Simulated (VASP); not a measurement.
A run of VASP 6.6.1 is set up as follows.

INCAR

```
ALGO = Normal
EDIFF = 1E-6
ENCUT = 520
GGA = PE
ISIF = 2
ISMEAR = -1
ISPIN = 2
LASPH = T
LCHARG = F
LMAXMIX = 4
LORBIT = 11
LREAL = F
LWAVE = F
MAGMOM = 1 1 2 2
NBANDS = 33
NELM = 150
PREC = Accurate
SIGMA = 0.03
```

Contents of KPOINTS:

```
k-points
0
Gamma
  12 12 12
```

Contents of POSCAR:

```
TiCo
1.0
    2.9861109900      2.9861109900      0.0000000000
    2.9861109900      0.0000000000      2.9861109900
    2.9861109900      0.0000000000     -2.9861109900
Ti Co
2 2
Direct
    0.0000000000      0.0000000000      0.0000000000
    0.0000000000      0.5000000000      0.5000000000
    0.5000000000      0.2500000000      0.7500000000
    0.5000000000      0.7500000000      0.2500000000
```

Potentials or basis: VASP PAW PBE potentials, release 64 (Ti_sv, Co).

The run is started by

```sh
$ cat potpaw_PBE.64/Ti_sv/POTCAR potpaw_PBE.64/Co/POTCAR > POTCAR
$ mpirun -np 1 vasp_std > vasp.out
```

(1) Predict the site moments.

(2) Estimate the pressure.

(3) Estimate the net moment.

## Answers

(1) Ti -0.03; Co +0.96 μB.

(2) -0.5 GPa.

(3) 1.77 μB per cell.
